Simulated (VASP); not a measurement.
# Au in VASP: notebook

The runs below take Au through single point, with PBE.

Everything below comes from runs of VASP 6.6.1. Logs are shortened: lines on timing, memory, paths and dates and some standing lists are left out, and cuts for length are marked.

## 1. The cell of the first run

The cell holds a sheet with vacuum, 2 atoms: a = 4.527 Å, b = 4.527 Å, c = 23.800 Å, α = 90.00°, β = 90.00°, γ = 120.00°.

## 2. Single point, PBE

The input, INCAR:

```
SYSTEM = Au
  ALGO = Normal
  DIPOL = 0.5 0.5 0.294
  EDIFF = 1E-6
  ENCUT = 520
  GGA = PE
  IDIPOL = 3
  ISIF = 2
  ISMEAR = 0
  LASPH = .TRUE.
  LCHARG = .TRUE.
  LDIPOL = .TRUE.
  LELF = .TRUE.
  LREAL = .FALSE.
  LVACPOTAV = .TRUE.
  LVHAR = .TRUE.
  LWAVE = .FALSE.
  NBANDS = 18
  NELM = 80
  PREC = Accurate
  SIGMA = 0.1
```

The input, KPOINTS:

```
k-points
0
G
  3 3 1
  0 0 0
```

The input, POSCAR:

```
Au
1.0
    4.5268268226      0.0000000000      0.0000000000
   -2.2634134113      3.9203470269      0.0000000000
    0.0000000000      0.0000000000     23.8000000000
Au
2
Direct
    0.3333333333      0.6666666667      0.2941176471
    0.6666666667      0.3333333333      0.2941176471
```

Potentials or basis: VASP PAW PBE potentials, release 64 (Au).

On the command line:

```console
$ cat potpaw_PBE.64/Au/POTCAR > POTCAR
$ mpirun -np 1 vasp_std > vasp.out
```

OUTCAR:

```text
SYSTEM = Au
   EDIFF = 1E-6
   ENCUT = 520
   GGA = PE
   ISIF = 2
   ISMEAR = 0
   LASPH = .TRUE.
   LREAL = .FALSE.
   NELM = 80
   PREC = Accurate

 ion  position               nearest neighbor table
   1  0.333  0.667  0.294-   2 2.61   2 2.61   2 2.61
   2  0.667  0.333  0.294-   1 2.61   1 2.61   1 2.61

  LATTYP: Found a hexagonal cell.
 ALAT       =     4.5268268226
 C/A-ratio  =     5.2575459439

  Lattice vectors:

 A1 = (   4.5268268226,   0.0000000000,   0.0000000000)
 A2 = (  -2.2634134113,   3.9203470269,   0.0000000000)
 A3 = (   0.0000000000,   0.0000000000,  23.8000000000)

Analysis of symmetry for initial positions (statically):
=====================================================================
 Subroutine PRICEL returns:
 Original cell was already a primitive cell.

 Routine SETGRP: Setting up the symmetry group for a
 hexagonal supercell.

 Subroutine GETGRP returns: Found 24 space group operations
 (whereof 12 operations were pure point group operations)
 out of a pool of 24 trial point group operations.

The static configuration has the point symmetry C_6v.
 The point group associated with its full space group is D_6h.

Analysis of symmetry for dynamics (positions and initial velocities):
=====================================================================
 Subroutine PRICEL returns:
 Original cell was already a primitive cell.

 Routine SETGRP: Setting up the symmetry group for a
 hexagonal supercell.

 Subroutine GETGRP returns: Found 24 space group operations
 (whereof 12 operations were pure point group operations)
 out of a pool of 24 trial point group operations.

The dynamic configuration has the point symmetry C_6v.
 The point group associated with its full space group is D_6h.

 Subroutine INISYM returns: Found 24 space group operations
 (whereof 12 operations are pure point group operations),
 and found     1 'primitive' translations

----------------------------------------------------------------------------------------

                                     Primitive cell

  volume of cell :     422.3722

  direct lattice vectors                    reciprocal lattice vectors
     4.526826823  0.000000000  0.000000000     0.220905292  0.127539730  0.000000000
    -2.263413411  3.920347027  0.000000000     0.000000000  0.255079459  0.000000000
     0.000000000  0.000000000 23.800000000     0.000000000  0.000000000  0.042016807

  length of vectors
     4.526826823  4.526826823 23.800000000     0.255079459  0.255079459  0.042016807

  position of ions in fractional coordinates (direct lattice)
     0.333333333  0.666666667  0.294117647
     0.666666667  0.333333333  0.294117647

  ion indices of the primitive-cell ions
   primitive index   ion index
                 1           1
                 2           2

----------------------------------------------------------------------------------------

 KPOINTS: k-points

Automatic generation of k-mesh.
 Grid dimensions read from file:
 generate k-points for:    3    3    1

 Generating k-lattice:

  Cartesian coordinates                     Fractional coordinates (reciprocal lattice)
     0.073635097  0.042513243  0.000000000     0.333333333  0.000000000  0.000000000
     0.000000000  0.085026486  0.000000000     0.000000000  0.333333333  0.000000000
     0.000000000  0.000000000  0.042016807     0.000000000  0.000000000  1.000000000

  Length of vectors
     0.085026486  0.085026486  0.042016807

  Shift w.r.t. Gamma in fractional coordinates (k-lattice)
     0.000000000  0.000000000  0.000000000

 Subroutine IBZKPT returns following result:
 ===========================================

 Found      3 irreducible k-points:

 Following reciprocal coordinates:
            Coordinates               Weight
  0.000000  0.000000  0.000000      1.000000
  0.333333  0.000000  0.000000      6.000000
  0.333333  0.333333  0.000000      2.000000
   k-points           NKPTS =      3   k-points in BZ     NKDIM =      3   number of bands    NBANDS=     18
   number of dos      NEDOS =    301   number of ions     NIONS =      2
   total plane-waves  NPLWV = 233280
   dimension x,y,z NGX =    36 NGY =   36 NGZ =  180
   dimension x,y,z NGXF=    72 NGYF=   72 NGZF=  360
   ions per type =               2
   NGX,Y,Z   is equivalent  to a cutoff of  13.22, 13.22, 12.57 a.u.
   NGXF,Y,Z  is equivalent  to a cutoff of  26.44, 26.44, 25.15 a.u.
 SYSTEM =  Au
   PREC   = accura    normal or accurate (medium, high low for compatibility)
   ISTART =      0    job   : 0-new  1-cont  2-samecut
   ICHARG =      2    charge: 1-file 2-atom 10-const
   ISPIN  =      1    spin polarized calculation?
   LNONCOLLINEAR =      F non collinear calculations
   LSORBIT =      F    spin-orbit coupling
   LASPH  =      T    aspherical Exc in radial PAW
   ENCUT  =  520.0 eV  38.22 Ry    6.18 a.u.   8.42  8.42 44.25*2*pi/ulx,y,z
   NELM   =     80;   NELMIN=  2; NELMDL= -5     # of ELM steps
   EDIFF  = 0.1E-05   stopping-criterion for ELM
   LREAL  =      F    real-space projection
   EDIFFG = 0.1E-04   stopping-criterion for IOM
   NSW    =      0    number of steps for IOM
   IBRION =     -1    ionic relax: 0-MD 1-quasi-New 2-CG
   NFREE  =      0    steps in history (QN), initial steepest desc. (CG)
   ISIF   =      2    stress and relaxation
   ISYM   =      2    0-nonsym 1-usesym 2-fastsym
   POTIM  = 0.5000    time-step for ionic-motion
   TEBEG  =    0.0;   TEEND  =   0.0 temperature during run
   PSTRESS=    0.0 pullay stress
   NELECT =      22.0000    total number of electrons
   NUPDOWN=      -1.0000    fix difference up-down
   EMIN   =  10.00;   EMAX   =-10.00  energy-range for DOS
   EFERMI =   0.00;   METHOD = LEGACY
   ISMEAR =     0;   SIGMA  =   0.10  broadening in eV -4-tet -1-fermi 0-gaus
   EFERMI_NEDOS =   21; number of points for ismear=-14 and -15
   IALGO  =     38    algorithm
   IMIX   =      4    mixing-type and parameters
     AMIX     =   0.40;   BMIX     =  1.00
     AMIX_MAG =   1.60;   BMIX_MAG =  1.00
  volume/ion in A,a.u.               =     211.19      1425.15
  Fermi-wavevector in a.u.,A,eV,Ry     =   0.611389  1.155357  5.085802  0.373796
  Thomas-Fermi vector in A             =   1.667295
   LORBIT       =      0    0 simple, 1 ext, 2 COOP (PROOUT), +10 PAW based schemes
   GGA     = PE    functional components
   LHFCALC =     F    Hartree Fock is set to
   AEXX    =    0.0000 exact exchange contribution
   IVDW    =     0    specifies the selected vdW correction
   LEPSILON=     F    determine dielectric tensor
   LRPA    =     F    only Hartree local field effects (RPA)
 non-spin polarized calculation
 Gauss-broadening in eV      SIGMA  =   0.10
  energy-cutoff  :      520.00
  volume of cell :      422.37
 maximum number of plane-waves:     11471
 NGX is ok and might be reduce to    36
   NGX = 17   NGY = 17   NGZ = 89

 number of electron      22.0000004 magnetization

 dipolmoment           0.000000      0.000000     -0.000007 electrons x Angstroem

 Free energy of the ion-electron system (eV)
  ---------------------------------------------------
  ext. energy  EPLUGINS =         0.00000000
  ---------------------------------------------------
  free energy    TOTEN  =        -4.53512394 eV

  energy without entropy =       -4.50952560  energy(sigma->0) =       -4.52232477

 E-fermi :  -4.6914     XC(G=0):  -1.7290

 val. band max:       -4.6919128246   @ k =   0.3333   0.3333   0.0000
 cond. band min:      -2.5137318058   @ k =   0.3333   0.0000   0.0000
 fundamental gap:      2.1781810189
 Fermi energy:        -4.6913927769

 k-point     1 :       0.0000    0.0000    0.0000
  band No.  band energies     occupation
      1      -9.8219      2.00000
      2      -7.8539      2.00000
      3      -7.8539      2.00000
      4      -7.6289      2.00000
      5      -7.6289      2.00000
      6      -7.3282      2.00000
[... 10 lines left out ...]
     17       2.5357      0.00000
     18       3.0353      0.00000

 k-point     2 :       0.3333    0.0000    0.0000
  band No.  band energies     occupation
      1      -9.1708      2.00000
      2      -8.6546      2.00000
      3      -8.5791      2.00000
      4      -7.7965      2.00000
      5      -7.5419      2.00000
      6      -6.6266      2.00000
[... 10 lines left out ...]
     17       2.4419      0.00000
     18       3.1674      0.00000

 k-point     3 :       0.3333    0.3333    0.0000
  band No.  band energies     occupation
      1      -9.2488      2.00000
      2      -8.5924      2.00000
      3      -8.5924      2.00000
      4      -7.9958      2.00000
      5      -7.0159      2.00000
      6      -7.0159      2.00000
[... 10 lines left out ...]
     17       4.0994      0.00000
     18       4.0994      0.00000

------------------------ aborting loop because EDIFF is reached ----------------------------------------

  FORCE on cell =-STRESS in cart. coord.  units (eV):
  Direction    XX          YY          ZZ          XY          YZ          ZX
  --------------------------------------------------------------------------------------
  -------------------------------------------------------------------------------------
  Total        0.0341821      0.0341821     -0.0266755      0.0000000      0.0000000      0.0000000
  in kB        0.1296623      0.1296623     -0.1011878      0.0000000      0.0000000      0.0000000
  external PRESSURE =       0.0527123 kB  Pullay stress =       0.0000000 kB

 VOLUME and BASIS-vectors are now :
 -----------------------------------------------------------------------------
  energy-cutoff  :      520.00
  volume of cell :      422.37
      direct lattice vectors                 reciprocal lattice vectors
     4.526826823  0.000000000  0.000000000     0.220905292  0.127539730  0.000000000
    -2.263413411  3.920347027  0.000000000     0.000000000  0.255079459  0.000000000
     0.000000000  0.000000000 23.800000000     0.000000000  0.000000000  0.042016807

 POSITION                                       TOTAL-FORCE (eV/Angst)
 -----------------------------------------------------------------------------------
     -0.00000      2.61356      7.00000         0.000000      0.000000      0.000000
      2.26341      1.30678      7.00000         0.000000      0.000000     -0.000000
 -----------------------------------------------------------------------------------
    total drift:                                0.000000      0.000000     -0.000060

  FREE ENERGIE OF THE ION-ELECTRON SYSTEM (eV)
  ---------------------------------------------------
  free  energy   TOTEN  =        -4.5351239424 eV

  energy  without entropy=       -4.5095255964  energy(sigma->0) =       -4.52232477

 vacuum level on the upper side and lower side of the slab         1.154         1.154
```

It took 38 s on 1 thread of Intel Xeon Platinum 8375C at 2.90GHz (Ice Lake), shared host; peak memory 0.46 GiB.

What came out:

| Item | Value |
| --- | --- |
| Free energy | -4.5351 eV |
| Band gap on the k mesh | zero (filled and empty bands touch) |

Caveat: the k points lie up to 0.53 Å⁻¹ apart; spin-orbit coupling is left out, which moves the levels of the heavy elements.

## 3. Single point, PBE

This run uses another cell than the first one, of 241.87 Å³/atom, 1.145 times its volume.

The input, INCAR:

```
PREC = Accurate
ENCUT = 520
EDIFF = 1E-7
ISMEAR = 0
SIGMA = 0.1
LREAL = F
LASPH = T
NELM = 60
ALGO = Normal
ISIF = 2
LWAVE = F
LCHARG = T
LDIPOL = T
IDIPOL = 3
DIPOL = 0.5 0.5 0.500
GGA = PE
LELF = T
LVHAR = T
LVACPOTAV = T
NBANDS = 18
```

The input, KPOINTS:

```
regular mesh
0
Gamma
  3 3 1
```

The input, POSCAR:

```
Au
1.0
    6.3165260000      0.0000000000      0.0000000000
   -3.1582630000      5.4702720000      0.0000000000
    0.0000000000      0.0000000000     14.0000000000
Au
2
Direct
    0.3333333300      0.6666666700      0.5000000000
    0.6666666700      0.3333333300      0.5000000000
```

Potentials or basis: VASP PAW PBE potentials, release 64 (Au).

On the command line:

```console
$ cat potpaw_PBE.64/Au/POTCAR > POTCAR
$ mpirun -np 1 vasp_std > vasp.out
```

It took 45 s on 1 thread of Intel Xeon Platinum 8375C at 2.90GHz (Ice Lake), shared host; peak memory 0.49 GiB.

The run converged. Its results:

```
Free energy            : -1.8304 eV
Band gap on the k mesh : zero (filled and empty bands touch)
```

Levels at points of the mesh, in eV from the Fermi level:
```
           k point  band 8  band 9  band 10  band 11  band 12  band 13  band 14  band 15
(0.00, 0.00, 0.00)   -1.12   -1.12    -1.09    -0.97     1.99     3.97     5.16     5.16
```

Caveat: the k points lie up to 0.38 Å⁻¹ apart; spin-orbit coupling is left out, which moves the levels of the heavy elements.

## 4. Single point, PBE

This run uses another cell than the first one, of 241.87 Å³/atom, 1.145 times its volume.

The input, INCAR:

```
SYSTEM = Au
ALGO = Normal
DIPOL = 0.5 0.5 0.500
EDIFF = 1E-6
ENCUT = 520
GGA = PE
IDIPOL = 3
ISIF = 2
ISMEAR = 0
LASPH = .TRUE.
LCHARG = .TRUE.
LDIPOL = .TRUE.
LELF = .TRUE.
LREAL = .FALSE.
LVACPOTAV = .TRUE.
LVHAR = .TRUE.
LWAVE = .FALSE.
NBANDS = 18
NELM = 60
PREC = Accurate
SIGMA = 0.1
```

The input, KPOINTS:

```
k-points
0
G
  3 3 1
  0 0 0
```

POSCAR is that of step 3.

On the command line:

```console
$ cat potpaw_PBE.64/Au/POTCAR > POTCAR
$ mpirun -np 1 vasp_std > vasp.out
```

Wall time 40 s (1 thread of Intel Xeon Platinum 8375C at 2.90GHz (Ice Lake), shared host); peak memory 0.5 GiB.

It converged, with:

| Item | Value |
| --- | --- |
| Free energy | -1.8304 eV |
| Band gap on the k mesh | zero (filled and empty bands touch) |

Levels at points of the mesh, in eV from the Fermi level:
| k point | band 8 | band 9 | band 10 | band 11 | band 12 | band 13 | band 14 | band 15 |
| --- | --- | --- | --- | --- | --- | --- | --- | --- |
| (0.00, 0.00, 0.00) | -1.13 | -1.13 | -1.09 | -0.97 | 1.99 | 3.97 | 5.16 | 5.16 |

Caveat: the k points lie up to 0.38 Å⁻¹ apart; spin-orbit coupling is left out, which moves the levels of the heavy elements.

(Continued in part 2 of 2.)
